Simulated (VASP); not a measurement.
# Cs2HgSe2 (Pbam) in VASP: electric field gradients with PBE

Aim: the electric field gradients of Cs2HgSe2 with PBE.

Everything below comes from runs of VASP 6.6.1. Logs are shortened: lines on timing, memory, paths and dates and some standing lists are left out, and cuts for length are marked.

### Step 1. The cell of the first run

The structure is orthorhombic, space group Pbam (No. 55). Conventional cell: a = 8.185 Å, b = 10.330 Å, c = 4.711 Å, α = 90.00°, β = 90.00°, γ = 90.00°. Cs (site symmetry m) has 6 Se at 3.66 to 3.72 Å and 5 Cs at 3.87 to 4.71 Å and 4 Hg at 4.26 to 4.34 Å within 4.8 Å. Hg (site symmetry 2/m) has 2 Se at 2.41 Å within 3.2 Å. Within 3.2 Å of Se (site symmetry m) lie 1 Hg at 2.41 Å.

### Step 2. Electric field gradients, PBE

Contents of INCAR:

```
  PREC = Accurate
  ENCUT = 520
  EDIFF = 1E-8
  ISMEAR = -1
  SIGMA = 0.02
  LREAL = False
  LASPH = True
  NELM = 80
  ALGO = Normal
  ISIF = 2
  LWAVE = False
  LCHARG = False
  GGA = PE
  LEFG = True
  NBANDS = 53
```

Contents of KPOINTS:

```
Automatic mesh
0
Gamma
  4 3 6
```

Contents of POSCAR:

```
Cs2HgSe2
1.0
    8.1849000000      0.0000000000      0.0000000000
    0.0000000000     10.3302000000      0.0000000000
    0.0000000000      0.0000000000      4.7112000000
Cs Hg Se
4 2 4
Direct
    0.3922200000      0.8331100000      0.5000000000
    0.6077800000      0.1668900000      0.5000000000
    0.8922200000      0.6668900000      0.5000000000
    0.1077800000      0.3331100000      0.5000000000
    0.5000000000      0.5000000000      0.0000000000
    0.0000000000      0.0000000000      0.0000000000
    0.2302500000      0.5944500000      0.0000000000
    0.7697500000      0.4055500000      0.0000000000
    0.7302500000      0.9055500000      0.0000000000
    0.2697500000      0.0944500000      0.0000000000
```

Potentials or basis: VASP PAW PBE potentials, release 64 (Cs_sv, Hg, Se).

Run with:

```bash
cat potpaw_PBE.64/Cs_sv/POTCAR potpaw_PBE.64/Hg/POTCAR potpaw_PBE.64/Se/POTCAR > POTCAR
mpirun -np 1 vasp_std > vasp.out
```

OUTCAR:

```text
PREC = Accurate
   ENCUT = 520
   EDIFF = 1E-8
   ISMEAR = -1
   LREAL = False
   LASPH = True
   NELM = 80
   ISIF = 2
   GGA = PE

 ion  position               nearest neighbor table
   1  0.392  0.833  0.500-
   2  0.608  0.167  0.500-
   3  0.892  0.667  0.500-
   4  0.108  0.333  0.500-
   5  0.500  0.500  0.000-   7 2.41   8 2.41
   6  0.000  0.000  0.000-   9 2.41  10 2.41
   7  0.230  0.594  0.000-   5 2.41
   8  0.770  0.406  0.000-   5 2.41
   9  0.730  0.906  0.000-   6 2.41
  10  0.270  0.094  0.000-   6 2.41

  LATTYP: Found a simple orthorhombic cell.
 ALAT       =     4.7112000000
 B/A-ratio  =     1.7373280693
 C/A-ratio  =     2.1926897606

  Lattice vectors:

 A1 = (   0.0000000000,   0.0000000000,   4.7112000000)
 A2 = (   8.1849000000,   0.0000000000,   0.0000000000)
 A3 = (   0.0000000000,  10.3302000000,   0.0000000000)

Analysis of symmetry for initial positions (statically):
=====================================================================
 Subroutine PRICEL returns:
 Original cell was already a primitive cell.

 Routine SETGRP: Setting up the symmetry group for a
 simple orthorhombic supercell.

 Subroutine GETGRP returns: Found  8 space group operations
 (whereof  4 operations were pure point group operations)
 out of a pool of  8 trial point group operations.

The static configuration has the point symmetry C_2h.
 The point group associated with its full space group is D_2h.

Analysis of symmetry for dynamics (positions and initial velocities):
=====================================================================
 Subroutine PRICEL returns:
 Original cell was already a primitive cell.

 Routine SETGRP: Setting up the symmetry group for a
 simple orthorhombic supercell.

 Subroutine GETGRP returns: Found  8 space group operations
 (whereof  4 operations were pure point group operations)
 out of a pool of  8 trial point group operations.

The dynamic configuration has the point symmetry C_2h.
 The point group associated with its full space group is D_2h.

 Subroutine INISYM returns: Found  8 space group operations
 (whereof  4 operations are pure point group operations),
 and found     1 'primitive' translations

----------------------------------------------------------------------------------------

                                     Primitive cell

  volume of cell :     398.3398

  direct lattice vectors                    reciprocal lattice vectors
     8.184900000  0.000000000  0.000000000     0.122176203  0.000000000  0.000000000
     0.000000000 10.330200000  0.000000000     0.000000000  0.096803547  0.000000000
     0.000000000  0.000000000  4.711200000     0.000000000  0.000000000  0.212260146

  length of vectors
     8.184900000 10.330200000  4.711200000     0.122176203  0.096803547  0.212260146

  position of ions in fractional coordinates (direct lattice)
     0.392220000  0.833110000  0.500000000
     0.607780000  0.166890000  0.500000000
     0.892220000  0.666890000  0.500000000
     0.107780000  0.333110000  0.500000000
     0.500000000  0.500000000  0.000000000
     0.000000000  0.000000000  0.000000000
     0.230250000  0.594450000  0.000000000
     0.769750000  0.405550000  0.000000000
     0.730250000  0.905550000  0.000000000
     0.269750000  0.094450000  0.000000000

  ion indices of the primitive-cell ions
   primitive index   ion index
                 1           1
                 2           2
                 3           3
                 4           4
                 5           5
                 6           6
                 7           7
                 8           8
                 9           9
                10          10

----------------------------------------------------------------------------------------

 KPOINTS: Automatic mesh

Automatic generation of k-mesh.
 Grid dimensions read from file:
 generate k-points for:    4    3    6

 Generating k-lattice:

  Cartesian coordinates                     Fractional coordinates (reciprocal lattice)
     0.030544051  0.000000000  0.000000000     0.250000000  0.000000000  0.000000000
     0.000000000  0.032267849  0.000000000     0.000000000  0.333333333  0.000000000
     0.000000000  0.000000000  0.035376691     0.000000000  0.000000000  0.166666667

  Length of vectors
     0.030544051  0.032267849  0.035376691

  Shift w.r.t. Gamma in fractional coordinates (k-lattice)
     0.000000000  0.000000000  0.000000000

 Subroutine IBZKPT returns following result:
 ===========================================

 Found     24 irreducible k-points:

 Following reciprocal coordinates:
            Coordinates               Weight
  0.000000  0.000000  0.000000      1.000000
  0.250000  0.000000  0.000000      2.000000
  0.500000  0.000000  0.000000      1.000000
  0.000000  0.333333  0.000000      2.000000
  0.250000  0.333333  0.000000      4.000000
  0.500000  0.333333  0.000000      2.000000
[... 16 lines left out ...]
  0.250000  0.333333  0.500000      4.000000
  0.500000  0.333333  0.500000      2.000000
   k-points           NKPTS =     24   k-points in BZ     NKDIM =     24   number of bands    NBANDS=     53
   number of dos      NEDOS =    301   number of ions     NIONS =     10
   total plane-waves  NPLWV = 184320
   dimension x,y,z NGX =    64 NGY =   80 NGZ =   36
   dimension x,y,z NGXF=   128 NGYF=  160 NGZF=   72
   ions per type =               4   2   4
   NGX,Y,Z   is equivalent  to a cutoff of  13.00, 12.87, 12.70 a.u.
   NGXF,Y,Z  is equivalent  to a cutoff of  26.00, 25.75, 25.41 a.u.
 SYSTEM =  unknown system
   PREC   = accura    normal or accurate (medium, high low for compatibility)
   ISTART =      0    job   : 0-new  1-cont  2-samecut
   ICHARG =      2    charge: 1-file 2-atom 10-const
   ISPIN  =      1    spin polarized calculation?
   LNONCOLLINEAR =      F non collinear calculations
   LSORBIT =      F    spin-orbit coupling
   LASPH  =      T    aspherical Exc in radial PAW
   ENCUT  =  520.0 eV  38.22 Ry    6.18 a.u.  15.22 19.21  8.76*2*pi/ulx,y,z
   NELM   =     80;   NELMIN=  2; NELMDL= -5     # of ELM steps
   EDIFF  = 0.1E-07   stopping-criterion for ELM
   LREAL  =      F    real-space projection
   EDIFFG = 0.1E-06   stopping-criterion for IOM
   NSW    =      0    number of steps for IOM
   IBRION =     -1    ionic relax: 0-MD 1-quasi-New 2-CG
   NFREE  =      0    steps in history (QN), initial steepest desc. (CG)
   ISIF   =      2    stress and relaxation
   ISYM   =      2    0-nonsym 1-usesym 2-fastsym
   POTIM  = 0.5000    time-step for ionic-motion
   TEBEG  =    0.0;   TEEND  =   0.0 temperature during run
   PSTRESS=    0.0 pullay stress
   NELECT =      84.0000    total number of electrons
   NUPDOWN=      -1.0000    fix difference up-down
   EMIN   =  10.00;   EMAX   =-10.00  energy-range for DOS
   EFERMI =   0.00;   METHOD = LEGACY
   ISMEAR =    -1;   SIGMA  =   0.02  broadening in eV -4-tet -1-fermi 0-gaus
   EFERMI_NEDOS =   21; number of points for ismear=-14 and -15
   IALGO  =     38    algorithm
   IMIX   =      4    mixing-type and parameters
     AMIX     =   0.40;   BMIX     =  1.00
     AMIX_MAG =   1.60;   BMIX_MAG =  1.00
  volume/ion in A,a.u.               =      39.83       268.81
  Fermi-wavevector in a.u.,A,eV,Ry     =   0.974429  1.841403 12.918884  0.949511
  Thomas-Fermi vector in A             =   2.104888
   LORBIT       =      0    0 simple, 1 ext, 2 COOP (PROOUT), +10 PAW based schemes
   GGA     = PE    functional components
   LHFCALC =     F    Hartree Fock is set to
   AEXX    =    0.0000 exact exchange contribution
   IVDW    =     0    specifies the selected vdW correction
   LEPSILON=     F    determine dielectric tensor
   LRPA    =     F    only Hartree local field effects (RPA)
 non-spin polarized calculation
  energy-cutoff  :      520.00
  volume of cell :      398.34
 maximum number of plane-waves:     10760
 NGX is ok and might be reduce to    64
   NGX = 31   NGY = 39   NGZ = 17

 number of electron      83.9999991 magnetization

 Free energy of the ion-electron system (eV)
  ---------------------------------------------------
  ext. energy  EPLUGINS =         0.00000000
  ---------------------------------------------------
  free energy    TOTEN  =       -26.47064971 eV

  energy without entropy =      -26.47064971  energy(sigma->0) =      -26.47064971

 E-fermi :   1.0773     XC(G=0):  -7.9632

 val. band max:        0.6293687817   @ k =   0.5000   0.0000   0.0000
 cond. band min:       2.6288209017   @ k =   0.0000   0.0000   0.0000
 fundamental gap:      1.9994521200
 Fermi energy:         1.0772709772

 k-point     1 :       0.0000    0.0000    0.0000
  band No.  band energies     occupation
      1     -20.3426      2.00000
      2     -20.3069      2.00000
      3     -20.2722      2.00000
      4     -20.2414      2.00000
      5     -11.2313      2.00000
      6     -11.1706      2.00000
[... 1333 lines left out ...]
     52       6.1325      0.00000
     53       6.5801      0.00000

------------------------ aborting loop because EDIFF is reached ----------------------------------------

  FORCE on cell =-STRESS in cart. coord.  units (eV):
  Direction    XX          YY          ZZ          XY          YZ          ZX
  --------------------------------------------------------------------------------------
  -------------------------------------------------------------------------------------
  Total        7.0792330      3.8405104      3.1074971      0.0000000      0.0000000      0.0000000
  in kB       28.4736497     15.4470618     12.4987814      0.0000000      0.0000000      0.0000000
  external PRESSURE =      18.8064976 kB  Pullay stress =       0.0000000 kB

 VOLUME and BASIS-vectors are now :
 -----------------------------------------------------------------------------
  energy-cutoff  :      520.00
  volume of cell :      398.34
      direct lattice vectors                 reciprocal lattice vectors
     8.184900000  0.000000000  0.000000000     0.122176203  0.000000000  0.000000000
     0.000000000 10.330200000  0.000000000     0.000000000  0.096803547  0.000000000
     0.000000000  0.000000000  4.711200000     0.000000000  0.000000000  0.212260146

 POSITION                                       TOTAL-FORCE (eV/Angst)
 -----------------------------------------------------------------------------------
      3.21028      8.60619      2.35560        -0.007101     -0.012307      0.000000
      4.97462      1.72401      2.35560         0.007101      0.012307     -0.000000
      7.30273      6.88911      2.35560        -0.007101      0.012307      0.000000
      0.88217      3.44109      2.35560         0.007101     -0.012307      0.000000
      4.09245      5.16510      0.00000         0.000000     -0.000000      0.000000
      0.00000      0.00000      0.00000         0.000000     -0.000000      0.000000
      1.88457      6.14079      0.00000        -0.460922      0.200429      0.000000
      6.30033      4.18941      0.00000         0.460922     -0.200429     -0.000000
      5.97702      9.35451      0.00000        -0.460922     -0.200429      0.000000
      2.20788      0.97569      0.00000         0.460922      0.200429      0.000000
 -----------------------------------------------------------------------------------
    total drift:                                0.000000      0.000000      0.000000

  FREE ENERGIE OF THE ION-ELECTRON SYSTEM (eV)
  ---------------------------------------------------
  free  energy   TOTEN  =       -26.4706497103 eV

  energy  without entropy=      -26.4706497103  energy(sigma->0) =      -26.47064971

 Electric field gradients (V/A^2)
---------------------------------------------------------------------
 ion       V_xx      V_yy      V_zz      V_xy      V_xz      V_yz
---------------------------------------------------------------------
   1      63.606   -18.180   -45.426   -20.249     0.000     0.000
   2      63.606   -18.180   -45.426   -20.249    -0.000    -0.000
   3      63.606   -18.180   -45.426    20.249     0.000    -0.000
   4      63.606   -18.180   -45.426    20.249     0.000    -0.000
   5    -604.372   193.338   411.034   452.206    -0.000    -0.000
   6    -604.372   193.338   411.034  -452.206    -0.000    -0.000
   7     250.716   -81.089  -169.627  -184.117    -0.000    -0.000
   8     250.716   -81.089  -169.627  -184.117     0.000    -0.000
   9     250.716   -81.089  -169.627   184.117     0.000    -0.000
  10     250.716   -81.089  -169.627   184.117    -0.000    -0.000
---------------------------------------------------------------------

 Electric field gradients after diagonalization (V/A^2)
 (convention: |V_zz| > |V_xx| > |V_yy|)
----------------------------------------------------------------------
 ion       V_xx      V_yy      V_zz     asymmetry (V_yy - V_xx)/ V_zz
----------------------------------------------------------------------
   1     -45.426   -22.919    68.345       0.329
   2     -45.426   -22.919    68.345       0.329
   3     -45.426   -22.919    68.345       0.329
   4     -45.426   -22.919    68.345       0.329
   5     411.034   397.455  -808.490       0.017
   6     411.034   397.455  -808.490       0.017
   7    -169.627  -163.023   332.649       0.020
   8    -169.627  -163.023   332.649       0.020
   9    -169.627  -163.023   332.649       0.020
  10    -169.627  -163.023   332.649       0.020
----------------------------------------------------------------------

           NMR quadrupolar parameters

 Cq : quadrupolar parameter    Cq=e*Q*V_zz/h
 eta: asymmetry parameters     (V_yy - V_xx)/ V_zz
 Q  : nuclear electric quadrupole moment in mb (millibarn)
----------------------------------------------------------------------
 ion       Cq(MHz)       eta       Q (mb)
----------------------------------------------------------------------
   1       0.165       0.329       1.000
   2       0.165       0.329       1.000
   3       0.165       0.329       1.000
   4       0.165       0.329       1.000
   5      -1.955       0.017       1.000
   6      -1.955       0.017       1.000
   7       0.804       0.020       1.000
   8       0.804       0.020       1.000
   9       0.804       0.020       1.000
  10       0.804       0.020       1.000
----------------------------------------------------------------------
```

It took 13 min on 1 thread of Intel Xeon Platinum 8375C at 2.90GHz (Ice Lake), shared host; peak memory 0.71 GiB.

Results:

| Item | Value |
| --- | --- |
| Free energy | -26.4706 eV |
| Pressure | 1.9 GPa |
| Largest force | 0.503 eV/Å |
| Band gap on the k mesh | 2.00 eV (least direct gap 2.02 eV) |
| Largest electric field gradient by atom | Cs +68.3; Hg -808.5; Se +332.6 V/Å² |

Forces in eV/Å, atoms in the order of the input:
```
Cs  -0.007 -0.012  0.000
Cs   0.007  0.012  0.000
Cs  -0.007  0.012  0.000
Cs   0.007 -0.012  0.000
Hg   0.000  0.000  0.000
Hg   0.000  0.000  0.000
Se  -0.461  0.200  0.000
Se   0.461 -0.200  0.000
Se  -0.461 -0.200  0.000
Se   0.461  0.200  0.000
```

Stress tensor (GPa, compression positive):
```
2.85 0.00 0.00
0.00 1.54 0.00
0.00 0.00 1.25
```

Electric field gradients, principal values (V/Å²):
```csv
atom,least,middle,greatest (by size)
1 Cs,-22.919,-45.426,68.345
2 Cs,-22.919,-45.426,68.345
3 Cs,-22.919,-45.426,68.345
4 Cs,-22.919,-45.426,68.345
5 Hg,397.455,411.034,-808.490
6 Hg,397.455,411.034,-808.490
7 Se,-163.023,-169.627,332.649
8 Se,-163.023,-169.627,332.649
9 Se,-163.023,-169.627,332.649
10 Se,-163.023,-169.627,332.649
```

Caveat: without QUAD_EFG the Cq values of the log hold for a quadrupole moment of 1 mb, not for the nuclei; spin-orbit coupling is left out, which moves the levels of the heavy elements. Expect the measured gap to be larger: semilocal functionals such as PBE lack the derivative discontinuity.
